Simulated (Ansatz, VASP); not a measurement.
Ag: VASP beside Ansatz

```
Ag
1.0
     2.88620    0.00000    0.00000
    -1.44310    2.49952    0.00000
     0.00000    0.00000    9.90000
Ag
4
Direct
  0.33333 0.66667 0.25000
  0.66667 0.33333 0.75000
  0.00000 0.00000 0.00000
  0.00000 0.00000 0.50000
```

Change from the starting cell: zz strain of -1 %.

Alike in both runs: task single point; functional LDA; k mesh 14 × 14 × 4; occupations fermi-dirac, width 0.08 eV; no spin polarisation.

|  | VASP | Ansatz |
| --- | --- | --- |
| version | VASP 6.6.1 | Ansatz 0.2.0 |
| potentials or method | VASP PAW LDA potentials, release 64 (Ag), cutoff 520 eV | all-electron LAPW, scalar-relativistic |

Ansatz gave:

| Quantity | Value |
| --- | --- |
| pressure (GPa) | -10.6 |
| traceless stress, the component that is largest in VASP (GPa) | -2.21 |

Question: Which values does VASP return?

Answer: Pressure (GPa): -10.5; traceless stress, the component that is largest in VASP (GPa): -2.24.

LDA's correlation is that of Perdew and Zunger in VASP and of Perdew and Wang (1992) in Ansatz. Ansatz ran all-electron here, and VASP with PAW potentials.
